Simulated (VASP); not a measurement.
# CrSn: single point with PBE

Crystal: CrSn.

```
CELL_PARAMETERS angstrom
3.06537 0.00000 0.00000
0.00000 3.06537 0.00000
0.00000 0.00000 3.84258
ATOMIC_POSITIONS crystal
Cr 0.50000 0.50000 0.50000
Sn 0.00000 0.00000 0.00000
```

* Program: VASP 6.6.1
* Task: single point
* Functional: PBE
* Potentials or basis: VASP PAW PBE potentials, release 64 (Cr_pv, Sn_d)
* Cutoff: 520 eV
* k mesh: 6 × 6 × 4
* Occupations: gaussian, width 0.1 eV
* Spin: collinear spin, ferrimagnetic start
* Starting moments: [3.31, -0.12] μB

```yaml
Pressure: 0.0 GPa
Net_moment: 2.76 μB per cell
Site_moments: Cr +2.67; Sn -0.11 μB
Valence_electrons_inside_the_program's_atomic_spheres: Cr 10.64; Sn 12.40
```

Stress tensor (GPa, compression positive):
```
-0.01  0.00  0.00
 0.00 -0.01  0.00
 0.00  0.00  0.07
```

Levels at points of the mesh, in eV from the Fermi level:
Spin up:
```tsv
k point	band 11	band 12	band 13	band 14	band 15	band 16	band 17	band 18
(0.00, 0.00, 0.00)	-2.06	-1.14	-0.74	-0.74	-0.48	4.19	4.27	4.27
(0.50, 0.00, 0.00)	-2.83	-2.03	-1.37	-0.70	0.66	5.06	5.26	5.53
(0.50, 0.50, 0.00)	-3.25	-2.12	-1.63	-1.63	0.55	0.55	2.99	4.74
(0.00, 0.00, 0.50)	-2.02	-1.31	-1.31	-1.17	-0.49	6.43	7.10	7.10
(0.50, 0.00, 0.50)	-3.39	-2.43	-1.13	-0.80	-0.76	0.55	1.95	6.43
(0.50, 0.50, 0.50)	-3.89	-2.98	-0.68	0.55	2.05	2.15	2.15	2.37
```
Spin down:
| k point | band 10 | band 11 | band 12 | band 13 | band 14 | band 15 |
| --- | --- | --- | --- | --- | --- | --- |
| (0.00, 0.00, 0.00) | -0.96 | -0.91 | -0.62 | 1.70 | 1.70 | 2.50 |
| (0.50, 0.00, 0.00) | -6.14 | -1.43 | -0.17 | 1.19 | 1.75 | 2.76 |
| (0.50, 0.50, 0.00) | -3.17 | -3.17 | -0.42 | 0.49 | 0.49 | 2.43 |
| (0.00, 0.00, 0.50) | -6.34 | -0.54 | 0.75 | 0.75 | 1.27 | 2.48 |
| (0.50, 0.00, 0.50) | -4.67 | -3.19 | -1.23 | 1.60 | 1.62 | 1.76 |
| (0.50, 0.50, 0.50) | -3.52 | -3.12 | -2.68 | 1.91 | 2.44 | 2.60 |

Wall time 24 s on 1 thread of AMD EPYC 9R45 96-Core Processor (Zen 5) (shared host), peak memory 0.15 GiB.

Caveat: the k points lie up to 0.41 Å⁻¹ apart; spin-orbit coupling is left out, which moves the levels of the heavy elements.
